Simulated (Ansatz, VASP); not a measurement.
## Hf5F in VASP and in Ansatz

```
CELL_PARAMETERS angstrom
3.18030 0.00000 0.00000
-1.59015 2.75422 0.00000
0.00000 0.00000 13.75890
ATOMIC_POSITIONS crystal
Hf 0.66667 0.33333 0.86490
Hf 0.00000 0.00000 0.68872
Hf 0.66667 0.33333 0.50000
Hf 0.00000 0.00000 0.31128
Hf 0.66667 0.33333 0.13510
F 0.00000 0.00000 0.00000
```

Change from the starting cell: species swapped into the MgCd5 type (P-6m2, No. 187).

Alike in both runs: functional PBE; k mesh 12 × 12 × 4; occupations gaussian, width 0.1 eV; no spin polarisation.

Ansatz relaxed the structure, and its values are those at the end. VASP's run is a single point on that final structure, the one shown.

|  | VASP | Ansatz |
| --- | --- | --- |
| version | VASP 6.6.1 | Ansatz 0.2.0 |
| potentials or method | VASP PAW PBE potentials, release 64 (Hf_pv, F), cutoff 520 eV | scalar-relativistic, plane waves, PAW |
| valence electrons in the cell | 57 | 137 |

VASP gave:

```
gap on the k mesh at the Fermi level (eV) : none
pressure (GPa)                            : -0.6
rms of the force components (eV/Å)        : 0.007
```

Task: Which values does Ansatz return?

Result: gap on the k mesh at the Fermi level (eV): none; pressure (GPa): 0.0; rms of the force components (eV/Å): 0.001.

A gap of «none» marks a metal or a gap that the smearing closes. The functional is the same, so the differences come from potentials, cutoffs and numerics. VASP's potentials hold 57 valence electrons a cell and Ansatz's 137, so a difference there can come from the potentials and not from the codes.

Spin-orbit coupling is off throughout.
